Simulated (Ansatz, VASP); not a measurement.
# One calculation of Al, two programs

INCAR

```
SYSTEM = Al
  PREC = Accurate
  ENCUT = 520
  EDIFF = 1E-7
  ISMEAR = -1
  SIGMA = 0.08
  LREAL = .False.
  LASPH = .True.
  NELM = 80
  ALGO = Normal
  ISIF = 2
  LWAVE = .False.
  LCHARG = .False.
  LDIPOL = .True.
  IDIPOL = 3
  DIPOL = 0.5 0.5 0.500
  GGA = PE
  NBANDS = 16
```

File KPOINTS:

```
regular mesh
0
Gamma
  16 16 1
  0 0 0
```

POSCAR

```
Al
1.0
    2.8574853682      0.0000000000      0.0000000000
   -1.4287426841      2.4746549198      0.0000000000
    0.0000000000      0.0000000000     25.3325000000
Al
5
Direct
    0.8333333330      0.1666666670      0.3157997015
    0.1666666670      0.8333333330      0.4078998505
    0.5000000000      0.5000000000      0.5000000000
    0.8333333330      0.1666666670      0.5921001495
    0.1666666670      0.8333333330      0.6842002985
```

Input for Ansatz:

```yaml
crystal:
  lattice:
    - [2.8574853682, 0.0, 0.0]
    - [-1.4287426841, 2.4746549198, 0.0]
    - [0.0, 0.0, 25.3325]
  atoms:
    - { symbol: Al, position: [0.833333333, 0.166666667, 0.3157997015] }
    - { symbol: Al, position: [0.166666667, 0.833333333, 0.4078998505] }
    - { symbol: Al, position: [0.5, 0.5, 0.5] }
    - { symbol: Al, position: [0.833333333, 0.166666667, 0.5921001495] }
    - { symbol: Al, position: [0.166666667, 0.833333333, 0.6842002985] }
kpoints:
  mp_grid: { grid: [16, 16, 1] }
scf:
  occupations: { method: fermi_dirac, width: 0.08 }
hamiltonian:
  xc: pbe
  pseudopotentials: { kind: paw }
output:
  forces: true
  stress: true
  eigenvalues: true
  populations: true
efield:
  axis: 3
  amplitude: 0
  dipole_correction: true
```

Alike in both runs: task single point; functional PBE; k mesh 16 × 16 × 1; occupations fermi-dirac, width 0.08 eV; no spin polarisation.

```csv
,VASP,Ansatz
version,VASP 6.6.1,Ansatz 0.2.0
potentials or method,"VASP PAW PBE potentials, release 64 (Al)","PAW with Ansatz's default frozen-core files, scalar-relativistic"
plane-wave cutoff (eV),520,420
valence electrons in the cell,15,15
```

VASP gave:

```
rms of the force components (eV/Å) : 0.039
```

Problem. Which values does Ansatz return?

Solution. rms of the force components (eV/Å): 0.040.

Atom by atom the forces differ by 0.000 eV/Å (rms over components).
